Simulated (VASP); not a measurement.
**GaP: single point with PBEsol**

Crystal: GaP.

```
Ga P
1.0
     0.00000    2.71922    2.71922
     2.71922    0.00000    2.71922
     2.71922    2.71922    0.00000
Ga P
1 1
Direct
  0.00000 0.00000 0.00000
  0.75000 0.75000 0.75000
```

```
Program                : VASP 6.6.1
Task                   : single point
Functional             : PBEsol
Potentials or basis    : VASP PAW PBE potentials, release 64 (Ga_d, P)
Cutoff                 : 500 eV
k mesh                 : 8 × 8 × 8
Occupations            : methfessel-paxton, width 0.02 eV
Spin                   : collinear spin, zero start
Starting moments       : [0.0, 0.0] μB
Dipole correction      : no
Further INCAR settings : ALGO = Normal; EDIFF = 1e-06; NBANDS = 20
```

```yaml
Pressure: -0.1 GPa
Band_gap_on_the_k_mesh: 1.50 eV, indirect (least direct gap 1.80 eV)
Net_moment: 0.00 μB per cell
Valence_electrons_inside_the_program's_atomic_spheres: Ga 11.74; P 2.53
```

Levels at points of the mesh, in eV from the valence-band top:
Spin up:
```tsv
k point	band 7	band 8	band 9	band 10	band 11	band 12
(0.00, 0.00, 0.00)	0.00	0.00	0.00	1.80	3.83	3.83
(0.50, 0.00, 0.00)	-6.73	-1.14	-1.14	1.61	4.65	4.65
(0.50, 0.50, 0.00)	-6.84	-2.74	-2.74	1.50	1.71	10.60
```
Spin down:
```
           k point  band 7  band 8  band 9  band 10  band 11  band 12
(0.00, 0.00, 0.00)    0.00    0.00    0.00     1.80     3.83     3.83
(0.50, 0.00, 0.00)   -6.73   -1.14   -1.14     1.61     4.65     4.65
(0.50, 0.50, 0.00)   -6.84   -2.74   -2.74     1.50     1.71    10.60
```

Wall time 25 s on 1 thread of Intel(R) Xeon(R) Platinum 8375C CPU @ 2.90GHz (Ice Lake), on a shared host, peak memory 0.18 GiB.

Caveat: the PAW data sets were made with another functional, which shifts forces and pressure a little. A k mesh can miss the band edges.
